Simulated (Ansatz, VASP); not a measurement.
**Ti3H: VASP beside Ansatz**

```
Ti H
1.0
     4.60398    0.00000    0.00000
    -2.30199    3.98716    0.00000
     0.00000    0.00000   22.49699
Ti H
6 2
Direct
  0.66667 0.33333 0.17780
  0.33333 0.66667 0.21958
  0.00000 0.00000 0.26135
  0.66667 0.33333 0.29806
  0.33333 0.66667 0.33046
  0.00000 0.00000 0.37769
  0.16718 0.83282 0.41192
  0.49949 0.50051 0.41192
```

Alike in both runs: task single point; functional PBE; k mesh 6 × 6 × 1; occupations gaussian, width 0.1 eV; no spin polarisation.

```csv
,VASP,Ansatz
version,VASP 6.6.1,Ansatz 0.2.0
potentials or method,"VASP PAW PBE potentials, release 64 (Ti_sv, H), cutoff 520 eV","scalar-relativistic, plane waves, PAW"
valence electrons in the cell,74,74
```

VASP gave:

| Property | Result |
| --- | --- |
| gap on the k mesh at the Fermi level (eV) | none |
| rms of the force components (eV/Å) | 1.087 |

Task: Which values does Ansatz return?

Result: gap on the k mesh at the Fermi level (eV): none; rms of the force components (eV/Å): 1.086.

Atom by atom the forces differ by 0.006 eV/Å (rms over components). A gap of «none» marks a metal or a gap that the smearing closes.
